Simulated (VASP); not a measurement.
# Zn2Sb (P4/nmm) in VASP: further runs

The runs below take Zn2Sb through single point, with PBE.

Program: VASP 6.6.1. These are calculated values, not measurements. Logs are shortened: lines on timing, memory, paths and dates and some standing lists are left out, and cuts for length are marked.

**1. The cell of the first run**

Symmetry: P4/nmm, No. 129, tetragonal system. Conventional cell: a = 4.080 Å, b = 4.080 Å, c = 6.225 Å, α = 90.00°, β = 90.00°, γ = 90.00°. Within 3.5 Å of Zn (site symmetry -4m2) lie 8 Zn at 2.64 to 2.89 Å and 4 Sb at 2.77 Å. Within 3.5 Å of Zn (site symmetry 4mm) lie 4 Zn at 2.64 Å and 5 Sb at 2.68 to 2.89 Å. Within 3.5 Å of Sb (site symmetry 4mm) lie 9 Zn at 2.68 to 2.89 Å.

**2. Single point, PBE**

Contents of INCAR:

```
PREC     = Accurate       # precision mode
ENCUT    = 520            # plane-wave cutoff, eV
EDIFF    = 1E-6           # SCF threshold, eV
ISMEAR   = 0              # smearing method
SIGMA    = 0.1            # smearing width, eV
LREAL    = False          # projectors in reciprocal space
LASPH    = True           # aspherical terms in the spheres
NELM     = 60             # most SCF steps
ALGO     = Normal         # electronic algorithm
ISIF     = 2              # what is computed and relaxed
LWAVE    = False          # write WAVECAR
LCHARG   = True           # write CHGCAR
GGA      = PE             # functional
LELF     = True           # ELF
LVHAR    = True         
NBANDS   = 38             # bands
```

Contents of KPOINTS:

```
regular mesh
0
Gamma
  4 4 4
```

Contents of POSCAR:

```
Zn2Sb
1.0
    4.0800700319      0.0000000000      0.0000000000
    0.0000000000      4.0800700319      0.0000000000
    0.0000000000      0.0000000000      6.2253773958
Zn Sb
4 2
Direct
    0.0000000000      0.0000000000      0.0000000000
    0.5000000000      0.5000000000      0.0000000000
    0.0000000000      0.5000000000      0.2700000000
    0.5000000000      0.0000000000      0.7300000000
    0.0000000000      0.5000000000      0.7000000000
    0.5000000000      0.0000000000      0.3000000000
```

Potentials or basis: VASP PAW PBE potentials, release 64 (Zn, Sb).

Command:

```console
$ cat potpaw_PBE.64/Zn/POTCAR potpaw_PBE.64/Sb/POTCAR > POTCAR
$ mpirun -np 1 vasp_std > vasp.out
```

OUTCAR:

```text
PREC = Accurate
   ENCUT = 520
   EDIFF = 1E-6
   ISMEAR = 0
   LREAL = False
   LASPH = True
   NELM = 60
   ISIF = 2
   GGA = PE

 ion  position               nearest neighbor table
   1  0.000  0.000  0.000-   3 2.64   4 2.64   3 2.64   4 2.64   5 2.77   5 2.77   6 2.77   6 2.77
                             2 2.89   2 2.89   2 2.89   2 2.89
   2  0.500  0.500  0.000-   3 2.64   4 2.64   4 2.64   3 2.64   5 2.77   6 2.77   6 2.77   5 2.77
                             1 2.89   1 2.89   1 2.89   1 2.89
   3  0.000  0.500  0.270-   1 2.64   2 2.64   1 2.64   2 2.64   5 2.68   6 2.89   6 2.89   6 2.89
                             6 2.89
   4  0.500  0.000  0.730-   1 2.64   2 2.64   2 2.64   1 2.64   6 2.68   5 2.89   5 2.89   5 2.89
                             5 2.89
   5  0.000  0.500  0.700-   3 2.68   2 2.77   1 2.77   1 2.77   2 2.77   4 2.89   4 2.89   4 2.89
                             4 2.89
   6  0.500  0.000  0.300-   4 2.68   2 2.77   1 2.77   2 2.77   1 2.77   3 2.89   3 2.89   3 2.89
                             3 2.89

  LATTYP: Found a simple tetragonal cell.
 ALAT       =     4.0800700319
 C/A-ratio  =     1.5258016032

  Lattice vectors:

 A1 = (   4.0800700319,   0.0000000000,   0.0000000000)
 A2 = (   0.0000000000,   4.0800700319,   0.0000000000)
 A3 = (   0.0000000000,   0.0000000000,   6.2253773958)

Analysis of symmetry for initial positions (statically):
=====================================================================
 Subroutine PRICEL returns:
 Original cell was already a primitive cell.

 Routine SETGRP: Setting up the symmetry group for a
 simple tetragonal supercell.

 Subroutine GETGRP returns: Found 16 space group operations
 (whereof  8 operations were pure point group operations)
 out of a pool of 16 trial point group operations.

The static configuration has the point symmetry D_2d.
 The point group associated with its full space group is D_4h.

Analysis of symmetry for dynamics (positions and initial velocities):
=====================================================================
 Subroutine PRICEL returns:
 Original cell was already a primitive cell.

 Routine SETGRP: Setting up the symmetry group for a
 simple tetragonal supercell.

 Subroutine GETGRP returns: Found 16 space group operations
 (whereof  8 operations were pure point group operations)
 out of a pool of 16 trial point group operations.

The dynamic configuration has the point symmetry D_2d.
 The point group associated with its full space group is D_4h.

 Subroutine INISYM returns: Found 16 space group operations
 (whereof  8 operations are pure point group operations),
 and found     1 'primitive' translations
[... 100 lines left out ...]
   IBRION =     -1    ionic relax: 0-MD 1-quasi-New 2-CG
   NFREE  =      0    steps in history (QN), initial steepest desc. (CG)
   ISIF   =      2    stress and relaxation
   ISYM   =      2    0-nonsym 1-usesym 2-fastsym
   POTIM  = 0.5000    time-step for ionic-motion
   TEBEG  =    0.0;   TEEND  =   0.0 temperature during run
   PSTRESS=    0.0 pullay stress
   NELECT =      58.0000    total number of electrons
   NUPDOWN=      -1.0000    fix difference up-down
   EMIN   =  10.00;   EMAX   =-10.00  energy-range for DOS
   EFERMI =   0.00;   METHOD = LEGACY
   ISMEAR =     0;   SIGMA  =   0.10  broadening in eV -4-tet -1-fermi 0-gaus
   EFERMI_NEDOS =   21; number of points for ismear=-14 and -15
   IALGO  =     38    algorithm
   IMIX   =      4    mixing-type and parameters
     AMIX     =   0.40;   BMIX     =  1.00
     AMIX_MAG =   1.60;   BMIX_MAG =  1.00
  volume/ion in A,a.u.               =      17.27       116.56
  Fermi-wavevector in a.u.,A,eV,Ry     =   1.349120  2.549467 24.764294  1.820124
  Thomas-Fermi vector in A             =   2.476733
   LORBIT       =      0    0 simple, 1 ext, 2 COOP (PROOUT), +10 PAW based schemes
   GGA     = PE    functional components
   LHFCALC =     F    Hartree Fock is set to
   AEXX    =    0.0000 exact exchange contribution
   IVDW    =     0    specifies the selected vdW correction
   LEPSILON=     F    determine dielectric tensor
   LRPA    =     F    only Hartree local field effects (RPA)
 non-spin polarized calculation
 Gauss-broadening in eV      SIGMA  =   0.10
  energy-cutoff  :      520.00
  volume of cell :      103.63
 maximum number of plane-waves:      2832
   NGX = 15   NGY = 15   NGZ = 23

 number of electron      57.9999972 magnetization

 Free energy of the ion-electron system (eV)
  ---------------------------------------------------
  ext. energy  EPLUGINS =         0.00000000
  ---------------------------------------------------
  free energy    TOTEN  =       -10.85359200 eV

  energy without entropy =      -10.83293666  energy(sigma->0) =      -10.84326433

 E-fermi :   6.9244     XC(G=0): -11.3532

 val. band max:        6.8825250059   @ k =   0.0000   0.0000   0.0000
 cond. band min:       6.9570374785   @ k =   0.0000   0.0000   0.2500
 fundamental gap:      0.0745124727
 Fermi energy:         6.9244257571

 k-point     1 :       0.0000    0.0000    0.0000
  band No.  band energies     occupation
      1      -6.1483      2.00000
      2      -3.8623      2.00000
      3      -1.8505      2.00000
      4      -1.6719      2.00000
      5      -1.6719      2.00000
      6      -1.6685      2.00000
[... 727 lines left out ...]
     37      16.6665      0.00000
     38      16.6665      0.00000

------------------------ aborting loop because EDIFF is reached ----------------------------------------

  FORCE on cell =-STRESS in cart. coord.  units (eV):
  Direction    XX          YY          ZZ          XY          YZ          ZX
  --------------------------------------------------------------------------------------
  -------------------------------------------------------------------------------------
  Total       11.9669815     11.9669815      8.9210253      0.0000000      0.0000000      0.0000000
  in kB      185.0096079    185.0096079    137.9191055      0.0000000      0.0000000      0.0000000
  external PRESSURE =     169.3127738 kB  Pullay stress =       0.0000000 kB

 VOLUME and BASIS-vectors are now :
 -----------------------------------------------------------------------------
  energy-cutoff  :      520.00
  volume of cell :      103.63
      direct lattice vectors                 reciprocal lattice vectors
     4.080070032  0.000000000  0.000000000     0.245093832  0.000000000  0.000000000
     0.000000000  4.080070032  0.000000000     0.000000000  0.245093832  0.000000000
     0.000000000  0.000000000  6.225377396     0.000000000  0.000000000  0.160632832

 POSITION                                       TOTAL-FORCE (eV/Angst)
 -----------------------------------------------------------------------------------
      0.00000      0.00000      0.00000         0.000000      0.000000      0.000000
      2.04004      2.04004      0.00000        -0.000000     -0.000000      0.000000
      0.00000      2.04004      1.68085         0.000000      0.000000      0.037566
      2.04004      0.00000      4.54453        -0.000000     -0.000000     -0.037566
      0.00000      2.04004      4.35776         0.000000      0.000000     -0.377056
      2.04004      0.00000      1.86761         0.000000     -0.000000      0.377056
 -----------------------------------------------------------------------------------
    total drift:                                0.000000      0.000000      0.000000

  FREE ENERGIE OF THE ION-ELECTRON SYSTEM (eV)
  ---------------------------------------------------
  free  energy   TOTEN  =       -10.8535920016 eV

  energy  without entropy=      -10.8329366649  energy(sigma->0) =      -10.84326433
```

OSZICAR:

```text
N       E                     dE             d eps       ncg     rms          rms(c)
DAV:   1     0.390766286890E+03    0.39077E+03   -0.26752E+04  1368   0.201E+03
DAV:   2     0.211300627022E+02   -0.36964E+03   -0.35954E+03  1368   0.416E+02
DAV:   3    -0.107385248682E+02   -0.31869E+02   -0.31343E+02  1522   0.124E+02
DAV:   4    -0.114828404640E+02   -0.74432E+00   -0.74231E+00  1562   0.186E+01
DAV:   5    -0.114912892004E+02   -0.84487E-02   -0.84480E-02  1550   0.182E+00    0.876E+00
DAV:   6    -0.108949875473E+02    0.59630E+00   -0.29905E+00  1662   0.311E+01    0.676E+00
DAV:   7    -0.108644381187E+02    0.30549E-01   -0.42515E-01  1642   0.116E+01    0.356E+00
DAV:   8    -0.108570512556E+02    0.73869E-02   -0.12098E-01  1674   0.111E+01    0.603E-01
DAV:   9    -0.108535978326E+02    0.34534E-02   -0.30306E-02  1614   0.549E+00    0.222E-01
DAV:  10    -0.108535969481E+02    0.88458E-06   -0.10646E-02  1644   0.103E+00    0.735E-02
DAV:  11    -0.108535927099E+02    0.42382E-05   -0.89643E-04  1818   0.992E-01    0.369E-02
DAV:  12    -0.108535865253E+02    0.61846E-05   -0.28476E-04  1602   0.507E-01    0.124E-02
DAV:  13    -0.108535922680E+02   -0.57427E-05   -0.61448E-05  1482   0.657E-02    0.503E-03
DAV:  14    -0.108535920016E+02    0.26635E-06   -0.54253E-06  1362   0.595E-02
   1 F= -.10853592E+02 E0= -.10843264E+02  d E =-.206553E-01
```

Run time: 54 s. Hardware: 1 thread of Intel Xeon Platinum 8488C (Sapphire Rapids), shared host; peak memory 0.22 GiB.

Results:

```
Free energy            : -10.8536 eV
Pressure               : 16.9 GPa
Largest force          : 0.377 eV/Å
Band gap on the k mesh : zero (band 29 reaches 7.75 eV, above the bottom of band 30 at 3.80 eV)
```

Forces in eV/Å, atoms in the order of the input:
```
Zn   0.000  0.000  0.000
Zn   0.000  0.000  0.000
Zn   0.000  0.000  0.038
Zn   0.000  0.000 -0.038
Sb   0.000  0.000 -0.377
Sb   0.000  0.000  0.377
```

Caveat: the k points lie up to 0.38 Å⁻¹ apart; spin-orbit coupling is left out, which moves the levels of the heavy elements.

**3. Single point, PBE**

This run uses another cell than the first one, of 21.43 Å³/atom, 1.241 times its volume.

Contents of INCAR:

```
SYSTEM = Zn2Sb
PREC = Accurate
ENCUT = 520
EDIFF = 1E-6
ISMEAR = 0
SIGMA = 0.1
LREAL = .FALSE.
LASPH = .TRUE.
NELM = 80
ALGO = Normal
ISIF = 2
LWAVE = .FALSE.
LCHARG = .FALSE.
GGA = PE
NBANDS = 38
```

Contents of KPOINTS:

```
Automatic mesh
0
G
  4 4 4
  0 0 0
```

Contents of POSCAR:

```
Zn2Sb
1.0
    4.6016275652      0.0000000000      0.0000000000
    0.0000000000      4.6016275652      0.0000000000
    0.0000000000      0.0000000000      6.0729927311
Zn Sb
4 2
Direct
    0.0000000000      0.0000000000      0.0000000000
    0.5000000000      0.5000000000      0.0000000000
    0.0000000000      0.5000000000      0.2699915595
    0.5000000000      0.0000000000      0.7300084405
    0.0000000000      0.5000000000      0.7228490982
    0.5000000000      0.0000000000      0.2771509018
```

Potentials or basis: VASP PAW PBE potentials, release 64 (Zn, Sb).

Command:

```console
$ cat potpaw_PBE.64/Zn/POTCAR potpaw_PBE.64/Sb/POTCAR > POTCAR
$ mpirun -np 1 vasp_std > vasp.out
```

It took 71 s on 1 thread of Intel Xeon Platinum 8488C (Sapphire Rapids), shared host; peak memory 0.27 GiB.

It converged, with:

```
Free energy            : -12.0507 eV
Pressure               : 0.2 GPa
Largest force          : 0.020 eV/Å
Band gap on the k mesh : zero (band 29 reaches 6.25 eV, above the bottom of band 30 at 2.02 eV)
```

Forces on the atoms (eV/Å):
```
Zn   0.000  0.000  0.000
Zn   0.000  0.000  0.000
Zn   0.000  0.000  0.005
Zn   0.000  0.000 -0.005
Sb   0.000  0.000 -0.020
Sb   0.000  0.000  0.020
```

Levels at points of the mesh, in eV from the Fermi level:
| k point | band 26 | band 27 | band 28 | band 29 | band 30 | band 31 | band 32 | band 33 |
| --- | --- | --- | --- | --- | --- | --- | --- | --- |
| (0.00, 0.00, 0.00) | -3.09 | -1.15 | -0.83 | -0.27 | 0.04 | 0.04 | 3.29 | 3.38 |
| (0.50, 0.00, 0.00) | -3.48 | -1.19 | -1.19 | -0.12 | -0.12 | 2.48 | 2.48 | 3.04 |
| (0.50, 0.50, 0.00) | -3.15 | -2.46 | -2.46 | -2.39 | -2.39 | 0.86 | 0.86 | 6.16 |
| (0.00, 0.00, 0.50) | -2.39 | -1.29 | -1.29 | -0.72 | -0.65 | 0.73 | 2.34 | 3.19 |
| (0.50, 0.00, 0.50) | -0.79 | -0.62 | -0.62 | -0.35 | -0.35 | 1.56 | 1.56 | 2.01 |
| (0.50, 0.50, 0.50) | -4.86 | -3.80 | -3.80 | 1.84 | 1.84 | 2.94 | 2.94 | 3.67 |

Caveat: spin-orbit coupling is left out, which moves the levels of the heavy elements.
